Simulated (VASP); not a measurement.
# Ta (Im-3m) in VASP: settings compared, part 2 of 2

VASP 6.6.1. The steps go on from the part before.

## Step 3: Single point, BLYP

This run uses another cell than the first one, of 18.01 Å³/atom.

INCAR reads:

```
SYSTEM = Ta
PREC = Accurate ; ENCUT = 500
EDIFF = 1E-6 ; ISMEAR = -1
SIGMA = 0.05 ; LREAL = .False.
LASPH = .True. ; NELM = 120
ALGO = Normal ; ISIF = 2
LWAVE = .False. ; LCHARG = .True.
GGA = B5 ; ALDAX = 1.0
AGGAX = 1.0 ; AGGAC = 1.0
ALDAC = 0.0 ; LELF = .True.
LVHAR = .True. ; NBANDS = 12
GGA_COMPAT = .False.
```

KPOINTS reads:

```
Automatic mesh
0
Gamma
  11 11 11
  0 0 0
```

POSCAR reads:

```
Ta
1.0
   -1.6512800000      1.6512800000      1.6512800000
    1.6512800000     -1.6512800000      1.6512800000
    1.6512800000      1.6512800000     -1.6512800000
Ta
1
Direct
    0.0000000000      0.0000000000      0.0000000000
```

Potentials or basis: VASP PAW PBE potentials, release 64 (Ta_sv_GW).

Command:

```
> cat potpaw_PBE.64/Ta_sv_GW/POTCAR > POTCAR
> mpirun -np 1 vasp_std > vasp.out
```

OUTCAR:

```text
SYSTEM = Ta
   PREC = Accurate
   ENCUT = 500
   EDIFF = 1E-6
   ISMEAR = -1
   LREAL = .False.
   LASPH = .True.
   NELM = 120
   ISIF = 2
   GGA = B5

 ion  position               nearest neighbor table
   1  0.000  0.000  0.000-

  LATTYP: Found a body centered cubic cell.
 ALAT       =     3.3025600000

  Lattice vectors:

 A1 = (  -1.6512800000,   1.6512800000,   1.6512800000)
 A2 = (   1.6512800000,  -1.6512800000,   1.6512800000)
 A3 = (   1.6512800000,   1.6512800000,  -1.6512800000)

Analysis of symmetry for initial positions (statically):
=====================================================================
 Subroutine PRICEL returns:
 Original cell was already a primitive cell.

 Routine SETGRP: Setting up the symmetry group for a
 body centered cubic supercell.

 Subroutine GETGRP returns: Found 48 space group operations
 (whereof 48 operations were pure point group operations)
 out of a pool of 48 trial point group operations.

The static configuration has the point symmetry O_h .

Analysis of symmetry for dynamics (positions and initial velocities):
[... 159 lines left out ...]
 val. band max:       11.0677294118   @ k =  -0.4545  -0.4545   0.0909
 cond. band min:      11.1310691670   @ k =  -0.1818   0.2727   0.0909
 fundamental gap:      0.0633397553
 Fermi energy:        11.0836813687

 k-point     1 :       0.0000    0.0000    0.0000
  band No.  band energies     occupation
      1     -55.8028      2.00000
      2     -21.9327      2.00000
      3     -21.9327      2.00000
      4     -21.9327      2.00000
      5       3.3373      2.00000
      6      11.6919      0.00001
      7      11.6919      0.00001
      8      11.6919      0.00001
      9      14.9683      0.00000
     10      14.9683      0.00000
     11      25.8314      0.00000
     12      25.8314      0.00000
[... 331 lines left out ...]
 k-point    24 :       0.3636    0.1818    0.0909
  band No.  band energies     occupation
      1     -55.6787      2.00000
      2     -22.9124      2.00000
      3     -22.4735      2.00000
      4     -22.1275      2.00000
      5       8.2866      2.00000
      6       9.4819      2.00000
      7      11.2446      0.07702
      8      15.3666      0.00000
      9      15.9248      0.00000
     10      20.1148      0.00000
     11      21.1581      0.00000
     12      24.4645      0.00000

 [... further k-points ...]
[... 5 lines left out ...]
  --------------------------------------------------------------------------------------
  -------------------------------------------------------------------------------------
  Total        0.9499182      0.9499182      0.9499182      0.0000000      0.0000000      0.0000000
  in kB       84.5034841     84.5034841     84.5034841      0.0000000      0.0000000      0.0000000
  external PRESSURE =      84.5034841 kB  Pullay stress =       0.0000000 kB

 VOLUME and BASIS-vectors are now :
 -----------------------------------------------------------------------------
  energy-cutoff  :      500.00
  volume of cell :       18.01
      direct lattice vectors                 reciprocal lattice vectors
    -1.651280000  1.651280000  1.651280000     0.000000000  0.302795407  0.302795407
     1.651280000 -1.651280000  1.651280000     0.302795407  0.000000000  0.302795407
     1.651280000  1.651280000 -1.651280000     0.302795407  0.302795407  0.000000000

 POSITION                                       TOTAL-FORCE (eV/Angst)
 -----------------------------------------------------------------------------------
      0.00000      0.00000      0.00000         0.000000     -0.000000     -0.000000
 -----------------------------------------------------------------------------------
    total drift:                                0.000000      0.000000      0.000000

  FREE ENERGIE OF THE ION-ELECTRON SYSTEM (eV)
  ---------------------------------------------------
  free  energy   TOTEN  =       -12.7694483560 eV

  energy  without entropy=      -12.7612107345  energy(sigma->0) =      -12.76532955
```

OSZICAR:

```text
N       E                     dE             d eps       ncg     rms          rms(c)
DAV:   1     0.638149904742E+02    0.63815E+02   -0.77813E+03  1384   0.101E+03
DAV:   2    -0.115590513186E+02   -0.75374E+02   -0.72245E+02  1680   0.262E+02
DAV:   3    -0.134709910605E+02   -0.19119E+01   -0.18985E+01  1628   0.386E+01
DAV:   4    -0.134870009483E+02   -0.16010E-01   -0.16009E-01  1540   0.426E+00
DAV:   5    -0.134874412202E+02   -0.44027E-03   -0.44027E-03  1944   0.486E-01    0.111E+02
DAV:   6    -0.128990840186E+02    0.58836E+00   -0.62689E-01  1444   0.723E+00    0.733E+01
DAV:   7    -0.128266821619E+02    0.72402E-01   -0.99113E-01  1484   0.868E+00    0.124E+01
DAV:   8    -0.127690822812E+02    0.57600E-01   -0.18890E-01  1416   0.419E+00    0.331E+00
DAV:   9    -0.127692220183E+02   -0.13974E-03   -0.13996E-03  1516   0.377E-01    0.337E-01
DAV:  10    -0.127694548420E+02   -0.23282E-03   -0.50013E-04  1436   0.275E-01    0.649E-01
DAV:  11    -0.127694477498E+02    0.70922E-05   -0.35039E-05  1560   0.578E-02    0.271E-01
DAV:  12    -0.127694488158E+02   -0.10659E-05   -0.12379E-06  1320   0.123E-02    0.268E-01
DAV:  13    -0.127694483560E+02    0.45973E-06   -0.36885E-07   780   0.646E-03
   1 F= -.12769448E+02 E0= -.12765330E+02  d E =-.823762E-02
```

It took 14 s on 1 thread of Intel Xeon 6975P-C (Granite Rapids), shared host; peak memory 0.15 GiB.

Results:

| Quantity | Value |
| --- | --- |
| Free energy | -12.7694 eV |
| Pressure | 8.5 GPa |
| Band gap on the k mesh | zero (an odd number of electrons rules out a gap without spin polarisation) |

Caveat: the cell stands under pressure; the PAW data sets were made with another functional, which shifts forces and pressure a little; spin-orbit coupling is left out, which moves the levels of the heavy elements.

## Step 4: Single point, BLYP+D4

This run uses another cell than the first one, of 18.33 Å³/atom.

INCAR reads:

```
SYSTEM = Ta
PREC = Accurate
ENCUT = 500
EDIFF = 1E-6
ISMEAR = -1
SIGMA = 0.05
LREAL = .FALSE.
LASPH = .TRUE.
NELM = 120
ALGO = Normal
ISIF = 2
LWAVE = .FALSE.
LCHARG = .FALSE.
GGA = B5
ALDAX = 1.0
AGGAX = 1.0
AGGAC = 1.0
ALDAC = 0.0
IVDW = 13
VDW_S6 = 1.0
VDW_S8 = 2.34076671
VDW_A1 = 0.44488865
VDW_A2 = 4.0933009
NBANDS = 12
GGA_COMPAT = .FALSE.
```

KPOINTS reads:

```
regular mesh
0
G
  11 11 11
  0 0 0
```

POSCAR reads:

```
Ta
1.0
   -1.6609459999      1.6609459999      1.6609459999
    1.6609459999     -1.6609459999      1.6609459999
    1.6609459999      1.6609459999     -1.6609459999
Ta
1
Direct
    0.0000000000      0.0000000000      0.0000000000
```

Command:

```
> cat potpaw_PBE.64/Ta_sv_GW/POTCAR > POTCAR
> mpirun -np 1 vasp_std > vasp.out
```

Run time: 12 s. Hardware: 1 thread of Intel Xeon Platinum 8559C (Emerald Rapids), shared host; peak memory 0.14 GiB.

It converged, with:

```
Free energy                : -13.3582 eV
Pressure                   : -0.4 GPa
Band gap on the k mesh     : zero (an odd number of electrons rules out a gap without spin polarisation)
Dispersion energy per atom : -0.574 eV
```

Levels at points of the mesh, in eV from the Fermi level:
| k point | band 2 | band 3 | band 4 | band 5 | band 6 | band 7 | band 8 | band 9 | band 10 | band 11 |
| --- | --- | --- | --- | --- | --- | --- | --- | --- | --- | --- |
| (0.00, 0.00, 0.00) | -33.08 | -33.08 | -33.08 | -7.68 | 0.61 | 0.61 | 0.61 | 3.82 | 3.82 | 14.68 |

Caveat: the PAW data sets were made with another functional, which shifts forces and pressure a little; spin-orbit coupling is left out, which moves the levels of the heavy elements.

## Step 5: The runs side by side

```tsv
level	cell	cutoff (eV)	gap on the mesh (eV)	pressure (GPa)
r2SCAN	a = 2.879 Å, angles 109.5°, 1 atom	550	none	-4.7
BLYP	a = 2.860 Å, angles 109.5°, 1 atom	500	none	8.5
BLYP+D4	a = 2.877 Å, angles 109.5°, 1 atom	500	none	-0.4
```

Alike in all rows: task single point; potentials or basis VASP PAW PBE potentials, release 64 (Ta_sv_GW); no spin polarisation; k mesh 11 × 11 × 11; smearing fermi-dirac 0.05 eV.

Caveats: the PAW data sets were made with another functional, which shifts forces and pressure a little; spin-orbit coupling is left out, which moves the levels of the heavy elements; the cell stands under tension (at least some runs); the cell stands under pressure (at least some runs).

Total energies depend on the potentials used, so only differences within one code and one set of settings carry meaning.

The gap in the log of VASP goes by the Fermi energy; the results here count the filled bands.